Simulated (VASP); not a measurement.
Set up this calculation in VASP 6.6.1, as the native input.

```
Task                   : single point
Functional             : PBEsol
Dispersion             : D3(BJ)
Potentials or basis    : VASP PAW PBE potentials, release 64 (Al, N, Si)
Cutoff                 : 520 eV
k mesh                 : 1 × 1 × 1
Occupations            : fermi-dirac, width 0.05 eV
Spin                   : collinear spin
Starting moments       : [0.0, 0.22, 0.0, 0.22, 0.0, 0.22, 0.0, 0.22, 0.0, 0.0, 0.0, 0.0, 0.0, 0.0, 0.0, 0.22] μB
Dipole correction      : no
Further INCAR settings : LREAL = Auto; ALGO = Normal; EDIFF = 1e-06; NBANDS = 50
```

The structure of Al8SiN7 (a cell with a defect) lies in POSCAR:

```
Al8SiN7
1.0
    0.0000000000      4.3777220000      4.3777220000
    4.3777220000      0.0000000000      4.3777220000
    4.3777220000      4.3777220000      0.0000000000
Al N Si
8 7 1
Direct
    0.0439720000      0.0003730000      0.9967620000
    0.5063590000      0.4912140000      0.4788930000
    0.0188170000      0.0346130000      0.5012210000
    0.5468420000      0.4830090000      0.0074040000
    0.0001450000      0.5121020000      0.0136470000
    0.4890600000      0.0163910000      0.4963620000
    0.4606280000      0.0376300000      0.0068440000
    0.9953690000      0.4750560000      0.5126690000
    0.1475000000      0.1290070000      0.1075980000
    0.1621870000      0.1122170000      0.6235310000
    0.6372610000      0.6413970000      0.1120350000
    0.1059870000      0.6184010000      0.1485030000
    0.6055760000      0.1202740000      0.6369280000
    0.6156600000      0.1142200000      0.1437610000
    0.1404110000      0.5967950000      0.6386480000
    0.6224390000      0.6099070000      0.6138540000
```

These files were run (other wordings do the same):

INCAR

```
SYSTEM = Al8SiN7
ALGO     = Normal         ! electronic algorithm
EDIFF    = 1E-6           ! SCF threshold, eV
ENCUT    = 520            ! plane-wave cutoff, eV
GGA      = PS             ! functional
ISIF     = 2              ! what is computed and relaxed
ISMEAR   = -1             ! smearing method
ISPIN    = 2              ! spin polarisation
IVDW     = 12             ! dispersion correction
LASPH    = .TRUE.         ! aspherical terms in the spheres
LCHARG   = .TRUE.         ! write CHGCAR
LELF     = .TRUE.         ! ELF
LORBIT   = 11             ! projections on sites
LREAL    = Auto         
LVHAR    = .TRUE.       
LWAVE    = .FALSE.        ! write WAVECAR
MAGMOM   = 0 0.22 0 0.22 0 0.22 0 0.22 0 0 0 0 0 0 0 0.22 ! initial moments
NBANDS   = 50             ! bands
NELM     = 150            ! most SCF steps
PREC     = Accurate       ! precision mode
SIGMA    = 0.05           ! smearing width, eV
```

KPOINTS

```
k-points
0
G
  1 1 1
  0 0 0
```

Potentials or basis: VASP PAW PBE potentials, release 64 (Al, N, Si).

The run is started by

```sh
$ cat potpaw_PBE.64/Al/POTCAR potpaw_PBE.64/N/POTCAR potpaw_PBE.64/Si/POTCAR > POTCAR
$ mpirun -np 1 vasp_gam > vasp.out
```

It gave:

```
Pressure                                              : 37.0 GPa
Largest force                                         : 11.041 eV/Å
Net moment                                            : 1.00 μB per cell
Site moments                                          : Al -0.02, +0.04, +0.02, -0.00, +0.00, +0.03 (each value once); N +0.01, +0.02, +0.06, +0.15, +0.10, +0.05 (each value once); Si +0.44 μB
Valence electrons inside the program's atomic spheres : Al 0.78, 0.96, 0.74, 0.89, 0.82, 1.00, 0.90, 0.94; N 4.04, 4.05, 3.91, 3.86, 3.88, 3.81 (each value once); Si 2.41
Dispersion energy per atom                            : -0.254 eV
```

Caveat: the k points lie up to 1.24 Å⁻¹ apart; the PAW data sets were made with another functional, which shifts forces and pressure a little.

Wall time 91 s on 1 thread of Intel Xeon 8259CL, with other jobs on the host, peak memory 0.41 GiB.
